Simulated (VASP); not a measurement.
A run of VASP 6.6.1 is set up as follows.

INCAR

```
ALGO = Normal
EDIFF = 1E-7
ENCUT = 520
GGA = PE
ISIF = 2
ISMEAR = 0
LASPH = True
LCHARG = True
LELF = True
LREAL = False
LVHAR = True
LWAVE = False
NBANDS = 35
NELM = 80
PREC = Accurate
SIGMA = 0.1
```

KPOINTS

```
k-points
0
Gamma
  4 4 4
```

File POSCAR:

```
Na2Cd
1.0
    0.0000000000      4.0383042959      4.0383042959
    4.0383042959      0.0000000000      4.0383042959
    4.0383042959      4.0383042959      0.0000000000
Na Cd
4 2
Direct
    0.6250000000      0.6250000000      0.6250000000
    0.1250000000      0.6250000000      0.6250000000
    0.6250000000      0.6250000000      0.1250000000
    0.6250000000      0.1250000000      0.6250000000
    0.0000000000      0.0000000000      0.0000000000
    0.2500000000      0.2500000000      0.2500000000
```

Potentials or basis: VASP PAW PBE potentials, release 64 (Na_pv, Cd).

Run with:

```bash
$ cat potpaw_PBE.64/Na_pv/POTCAR potpaw_PBE.64/Cd/POTCAR > POTCAR
$ mpirun -np 1 vasp_std > vasp.out
```

Task: Predict the pressure.

Result: 6.7 GPa.

Task: What does it give for the band gap on the k mesh?

Result: Zero (band 26 reaches 3.48 eV, above the bottom of band 27 at 1.82 eV).
